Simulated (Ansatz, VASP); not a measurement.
# Two plane-wave programs on AlH5

The input INCAR:

```
ALGO = Normal ; EDIFF = 1E-6
ENCUT = 520 ; GGA = PE
ISIF = 2 ; ISMEAR = 0
LASPH = T ; LCHARG = F
LREAL = F ; LWAVE = F
NBANDS = 13 ; NELM = 60
PREC = Accurate ; SIGMA = 0.1
```

File KPOINTS:

```
k-points
0
Gamma
  6 6 4
```

The input POSCAR:

```
AlH5
1.0
    3.1918482000      0.0000000000      0.0000000000
   -1.5959241000      2.7642216300      0.0000000000
    0.0000000000      0.0000000000      6.3922721000
Al H
1 5
Direct
    0.3333333300      0.6666666700      0.0000000000
    0.6666666700      0.3333333300      0.5000000000
    0.4495949100      0.5504050900      0.5000000000
    0.4495949100      0.8991898100      0.5000000000
    0.1008101900      0.5504050900      0.5000000000
    0.0000000000      0.0000000000      0.5000000000
```

Input for Ansatz:

```yaml
crystal:
  lattice:
    - [3.1918482, 0.0, 0.0]
    - [-1.5959241, 2.76422163, 0.0]
    - [0.0, 0.0, 6.3922721]
  atoms:
    - { symbol: Al, position: [0.33333333, 0.66666667, 0.0] }
    - { symbol: H, position: [0.66666667, 0.33333333, 0.5] }
    - { symbol: H, position: [0.44959491, 0.55040509, 0.5] }
    - { symbol: H, position: [0.44959491, 0.89918981, 0.5] }
    - { symbol: H, position: [0.10081019, 0.55040509, 0.5] }
    - { symbol: H, position: [0.0, 0.0, 0.5] }
basis:
  ecutwfc: 420
kpoints:
  mp_grid: { grid: [6, 6, 4] }
hamiltonian:
  xc: pbe
scf:
  occupations: { method: gaussian, width: 0.1 }
  lower_state_search: "off"
output:
  forces: true
  stress: true
  eigenvalues: true
```

Alike in both runs: task single point; functional PBE; k mesh 6 × 6 × 4; occupations gaussian, width 0.1 eV; no spin polarisation.

```csv
,VASP,Ansatz
version,VASP 6.6.1,Ansatz 0.2.0
potentials or method,"VASP PAW PBE potentials, release 64 (Al, H), cutoff 520 eV","scalar-relativistic, plane waves, PAW"
valence electrons in the cell,8,8
```

|  | VASP | Ansatz | Ansatz less VASP |
| --- | --- | --- | --- |
| gap on the k mesh at the Fermi level (eV) | none | none | - |
| pressure (GPa) | -3.9 | -3.7 | +0.18 |
| traceless stress, the component that is largest in VASP (GPa) | 2.34 | 2.31 | -0.034 |
| rms of the force components (eV/Å) | 0.022 | 0.017 | -0.0043 |

Atom by atom the forces differ by 0.004 eV/Å (rms over components). A gap of «none» marks a metal or a gap that the smearing closes.

The k mesh is coarse, so the values compare programs but aren't converged.
